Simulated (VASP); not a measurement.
# GaP (F-43m) in VASP: a series of runs, part 2 of 2

VASP 6.6.1. Earlier steps stand in the parts before.

### 3 Single point, r2SCAN

This run uses another cell than the first one, of 18.45 Å³/atom.

POSCAR reads:

```
GaP
1.0
    0.0000000000      2.6426048566      2.6426048566
    2.6426048566      0.0000000000      2.6426048566
    2.6426048566      2.6426048566      0.0000000000
Ga P
1 1
Direct
    0.0000000000      0.0000000000      0.0000000000
    0.7500000000      0.7500000000      0.7500000000
```

INCAR.step1 reads:

```
SYSTEM = GaP
  ALGO = Normal
  EDIFF = 1E-4
  ENCUT = 520
  GGA = PE
  ISMEAR = 0
  LASPH = .TRUE.
  LCHARG = .FALSE.
  LREAL = .FALSE.
  LWAVE = .TRUE.
  NBANDS = 16
  NELM = 100
  PREC = Accurate
  SIGMA = 0.01
```

INCAR.step2 reads:

```
SYSTEM = GaP
  ALGO = Normal
  EDIFF = 1E-7
  ENCUT = 520
  ISIF = 2
  ISMEAR = 0
  ISTART = 1
  LASPH = .TRUE.
  LCHARG = .TRUE.
  LELF = .TRUE.
  LMIXTAU = .TRUE.
  LREAL = .FALSE.
  LVHAR = .TRUE.
  LWAVE = .FALSE.
  METAGGA = R2SCAN
  NBANDS = 16
  NELM = 100
  PREC = Accurate
  SIGMA = 0.01
```

KPOINTS reads:

```
k-points
0
G
  8 8 8
  0 0 0
```

Potentials or basis: VASP PAW PBE potentials, release 64 (Ga_d, P).

On the command line:

```sh
cat potpaw_PBE.64/Ga_d/POTCAR potpaw_PBE.64/P/POTCAR > POTCAR
cp INCAR.step1 INCAR
mpirun -np 1 vasp_std > vasp.out
cp INCAR.step2 INCAR
mpirun -np 1 vasp_std > vasp.out
```

OUTCAR:

```text
SYSTEM = GaP
   EDIFF = 1E-7
   ENCUT = 520
   ISIF = 2
   ISMEAR = 0
   ISTART = 1
   LASPH = .TRUE.
   LREAL = .FALSE.
   METAGGA = R2SCAN
   NELM = 100
   PREC = Accurate

 ion  position               nearest neighbor table
   1  0.000  0.000  0.000-   2 2.29   2 2.29   2 2.29   2 2.29
   2  0.750  0.750  0.750-   1 2.29   1 2.29   1 2.29   1 2.29

  LATTYP: Found a face centered cubic cell.
 ALAT       =     5.2852097132

  Lattice vectors:

 A1 = (   0.0000000000,   2.6426048566,   2.6426048566)
 A2 = (   2.6426048566,   0.0000000000,   2.6426048566)
 A3 = (   2.6426048566,   2.6426048566,   0.0000000000)

Analysis of symmetry for initial positions (statically):
=====================================================================
 Subroutine PRICEL returns:
 Original cell was already a primitive cell.

 Routine SETGRP: Setting up the symmetry group for a
 face centered cubic supercell.

 Subroutine GETGRP returns: Found 24 space group operations
 (whereof 24 operations were pure point group operations)
 out of a pool of 48 trial point group operations.

The static configuration has the point symmetry T_d .

Analysis of symmetry for dynamics (positions and initial velocities):
[... 155 lines left out ...]
  free energy    TOTEN  =       -21.36076787 eV

  energy without entropy =      -21.36076787  energy(sigma->0) =      -21.36076787

 E-fermi :   5.6000     XC(G=0): -11.0085

 val. band max:        5.4636927131   @ k =   0.0000   0.0000   0.0000
 cond. band min:       7.1692577967   @ k =   0.5000   0.5000   0.0000
 fundamental gap:      1.7055650836
 Fermi energy:         5.6000275027

 k-point     1 :       0.0000    0.0000    0.0000
  band No.  band energies     occupation
      1      -9.7168      2.00000
      2      -9.7168      2.00000
      3      -9.7168      2.00000
      4      -9.5694      2.00000
      5      -9.5694      2.00000
      6      -8.3197      2.00000
[... 433 lines left out ...]
      3      -9.6546      2.00000
      4      -9.5778      2.00000
      5      -9.5591      2.00000
      6      -5.3428      2.00000
[... 8 lines left out ...]
     15      18.4658      0.00000
     16      19.3044      0.00000

 [... further k-points ...]
[... 5 lines left out ...]
  --------------------------------------------------------------------------------------
  -------------------------------------------------------------------------------------
  Total        2.2911348      2.2911348      2.2911348     -0.0000000      0.0000000     -0.0000000
  in kB       99.4568134     99.4568134     99.4568134     -0.0000000      0.0000000     -0.0000000
  external PRESSURE =      99.4568134 kB  Pullay stress =       0.0000000 kB

 VOLUME and BASIS-vectors are now :
 -----------------------------------------------------------------------------
  energy-cutoff  :      520.00
  volume of cell :       36.91
      direct lattice vectors                 reciprocal lattice vectors
     0.000000000  2.642604857  2.642604857    -0.189207251  0.189207251  0.189207251
     2.642604857  0.000000000  2.642604857     0.189207251 -0.189207251  0.189207251
     2.642604857  2.642604857  0.000000000     0.189207251  0.189207251 -0.189207251

 POSITION                                       TOTAL-FORCE (eV/Angst)
 -----------------------------------------------------------------------------------
      0.00000      0.00000      0.00000        -0.000000     -0.000000     -0.000000
      3.96391      3.96391      3.96391         0.000000      0.000000      0.000000
 -----------------------------------------------------------------------------------
    total drift:                               -0.000011     -0.000011     -0.000011

  FREE ENERGIE OF THE ION-ELECTRON SYSTEM (eV)
  ---------------------------------------------------
  free  energy   TOTEN  =       -21.3607678697 eV

  energy  without entropy=      -21.3607678697  energy(sigma->0) =      -21.36076787
```

OSZICAR.step1:

```text
N       E                     dE             d eps       ncg     rms          rms(c)
DAV:   1     0.786883383094E+02    0.78688E+02   -0.90472E+03   976   0.168E+03
DAV:   2    -0.327320102049E+01   -0.81962E+02   -0.78281E+02  1048   0.313E+02
DAV:   3    -0.916654701943E+01   -0.58933E+01   -0.58723E+01  1152   0.651E+01
DAV:   4    -0.925759506198E+01   -0.91048E-01   -0.91027E-01  1160   0.852E+00
DAV:   5    -0.925925490290E+01   -0.16598E-02   -0.16598E-02  1160   0.102E+00    0.473E+00
DAV:   6    -0.899411976770E+01    0.26514E+00   -0.38488E-01  1440   0.118E+01    0.318E+00
DAV:   7    -0.895879657959E+01    0.35323E-01   -0.11543E-01  1216   0.245E+00    0.121E+00
DAV:   8    -0.895896675799E+01   -0.17018E-03   -0.14480E-02  1088   0.149E+00    0.282E-01
DAV:   9    -0.895934438390E+01   -0.37763E-03   -0.13576E-03  1168   0.469E-01    0.713E-02
DAV:  10    -0.895939267834E+01   -0.48294E-04   -0.87818E-05   904   0.144E-01
   1 F= -.89593927E+01 E0= -.89593927E+01  d E =-.531467E-73
```

Run time: 74 s. Hardware: 1 thread of Intel Xeon Platinum 8259CL at 2.50GHz (Skylake/Cascade Lake), shared host; peak memory 0.17 GiB.

Results:

- Free energy: -21.3608 eV
- Pressure: 9.9 GPa
- Band gap on the k mesh: 1.71 eV (least direct gap 3.17 eV)

Caveat: the cell stands under pressure; the PAW data sets were made with another functional, which shifts forces and pressure a little. A k mesh can miss the band edges.

### 4 Single point, r2SCAN

This run uses another cell than the first one, of 18.91 Å³/atom.

POSCAR reads:

```
GaP
1.0
    0.0000000000      2.6641571020      2.6641571020
    2.6641571020      0.0000000000      2.6641571020
    2.6641571020      2.6641571020      0.0000000000
Ga P
1 1
Direct
    0.0000000000      0.0000000000      0.0000000000
    0.7500000000      0.7500000000      0.7500000000
```

INCAR.step1 reads:

```
SYSTEM = GaP
  PREC = Accurate
  ENCUT = 520
  ISMEAR = 0
  SIGMA = 0.01
  LREAL = .FALSE.
  LASPH = .TRUE.
  NELM = 60
  NBANDS = 16
  GGA = PE
  ALGO = Normal
  EDIFF = 1E-4
  LWAVE = .TRUE.
  LCHARG = .FALSE.
```

INCAR.step2 reads:

```
SYSTEM = GaP
  PREC = Accurate
  ENCUT = 520
  EDIFF = 1E-6
  ISMEAR = 0
  SIGMA = 0.01
  LREAL = .FALSE.
  LASPH = .TRUE.
  NELM = 60
  ALGO = Normal
  ISIF = 2
  LWAVE = .FALSE.
  LCHARG = .FALSE.
  METAGGA = R2SCAN
  LMIXTAU = .TRUE.
  NBANDS = 16
  ISTART = 1
```

KPOINTS reads:

```
Automatic mesh
0
G
  8 8 8
  0 0 0
```

On the command line:

```sh
cat potpaw_PBE.64/Ga_d/POTCAR potpaw_PBE.64/P/POTCAR > POTCAR
cp INCAR.step1 INCAR
mpirun -np 1 vasp_std > vasp.out
cp INCAR.step2 INCAR
mpirun -np 1 vasp_std > vasp.out
```

Run time: 52 s. Hardware: 1 thread of Intel Xeon Platinum 8259CL at 2.50GHz (Skylake/Cascade Lake), shared host; peak memory 0.17 GiB.

Results (log left out):

* Free energy: -21.4086 eV
* Pressure: 7.0 GPa
* Band gap on the k mesh: 1.76 eV (least direct gap 2.95 eV)

Levels at points of the mesh, in eV from the valence-band top:
| k point | band 7 | band 8 | band 9 | band 10 | band 11 | band 12 |
| --- | --- | --- | --- | --- | --- | --- |
| (0.00, 0.00, 0.00) | 0.00 | 0.00 | 0.00 | 2.95 | 4.16 | 4.16 |
| (0.50, 0.00, 0.00) | -7.27 | -1.28 | -1.28 | 2.26 | 5.02 | 5.02 |
| (0.50, 0.50, 0.00) | -7.31 | -3.06 | -3.06 | 1.76 | 2.03 | 11.88 |

Caveat: the cell stands under pressure; the PAW data sets were made with another functional, which shifts forces and pressure a little.

### 5 Single point, r2SCAN

This run uses another cell than the first one, of 19.43 Å³/atom.

POSCAR reads:

```
GaP
1.0
    0.0000000000      2.6882430423      2.6882430423
    2.6882430423      0.0000000000      2.6882430423
    2.6882430423      2.6882430423      0.0000000000
Ga P
1 1
Direct
    0.0000000000      0.0000000000      0.0000000000
    0.7500000000      0.7500000000      0.7500000000
```

INCAR.step1 reads:

```
PREC     = Accurate       # precision mode
ENCUT    = 520            # plane-wave cutoff, eV
ISMEAR   = 0              # smearing method
SIGMA    = 0.01           # smearing width, eV
LREAL    = False          # projectors in reciprocal space
LASPH    = True           # aspherical terms in the spheres
NELM     = 80             # most SCF steps
NBANDS   = 16             # bands
GGA      = PE             # functional
ALGO     = Normal         # electronic algorithm
EDIFF    = 1E-4           # SCF threshold, eV
LWAVE    = True           # write WAVECAR
LCHARG   = False          # write CHGCAR
```

INCAR.step2 reads:

```
PREC     = Accurate       # precision mode
ENCUT    = 520            # plane-wave cutoff, eV
EDIFF    = 1E-6           # SCF threshold, eV
ISMEAR   = 0              # smearing method
SIGMA    = 0.01           # smearing width, eV
LREAL    = False          # projectors in reciprocal space
LASPH    = True           # aspherical terms in the spheres
NELM     = 80             # most SCF steps
ALGO     = Normal         # electronic algorithm
ISIF     = 2              # what is computed and relaxed
LWAVE    = False          # write WAVECAR
LCHARG   = False          # write CHGCAR
METAGGA  = R2SCAN         # meta-GGA
LMIXTAU  = True         
NBANDS   = 16             # bands
ISTART   = 1
```

KPOINTS reads:

```
regular mesh
0
Gamma
  8 8 8
```

On the command line:

```sh
cat potpaw_PBE.64/Ga_d/POTCAR potpaw_PBE.64/P/POTCAR > POTCAR
cp INCAR.step1 INCAR
mpirun -np 1 vasp_std > vasp.out
cp INCAR.step2 INCAR
mpirun -np 1 vasp_std > vasp.out
```

It took 58 s on 1 thread of Intel Xeon Platinum 8259CL at 2.50GHz (Skylake/Cascade Lake), shared host; peak memory 0.17 GiB.

It converged, with:

```yaml
Free_energy: -21.4436 eV
Pressure: 4.0 GPa
Band_gap_on_the_k_mesh: 1.83 eV (least direct gap 2.71 eV)
```

Levels at points of the mesh, in eV from the valence-band top:
```csv
k point,band 6,band 7,band 8,band 9,band 10,band 11,band 12,band 13
"(0.00, 0.00, 0.00)",-13.35,0.00,0.00,0.00,2.71,4.17,4.18,4.18
"(0.50, 0.00, 0.00)",-11.04,-7.10,-1.23,-1.23,2.17,5.04,5.04,8.92
"(0.50, 0.50, 0.00)",-10.05,-7.16,-2.95,-2.95,1.83,2.06,11.67,11.67
```

Caveat: the cell stands under pressure; the PAW data sets were made with another functional, which shifts forces and pressure a little. A k mesh can miss the band edges.

### 6 Summary

| cell | gap on the mesh (eV) | pressure (GPa) |
| --- | --- | --- |
| a = 3.692 Å, angles 60.0°, 2 atoms | 1.61 | 15.0 |
| a = 3.737 Å, angles 60.0°, 2 atoms | 1.71 | 9.9 |
| a = 3.768 Å, angles 60.0°, 2 atoms | 1.76 | 7.0 |
| a = 3.802 Å, angles 60.0°, 2 atoms | 1.83 | 4.0 |

Alike in all rows: task single point; level r2SCAN; potentials or basis VASP PAW PBE potentials, release 64 (Ga_d, P); no spin polarisation; k mesh 8 × 8 × 8; cutoff (eV) 520; smearing gaussian 0.01 eV.

Caveats: the cell stands under pressure; the PAW data sets were made with another functional, which shifts forces and pressure a little.

Absolute energies hang on the potentials; compare differences alone.
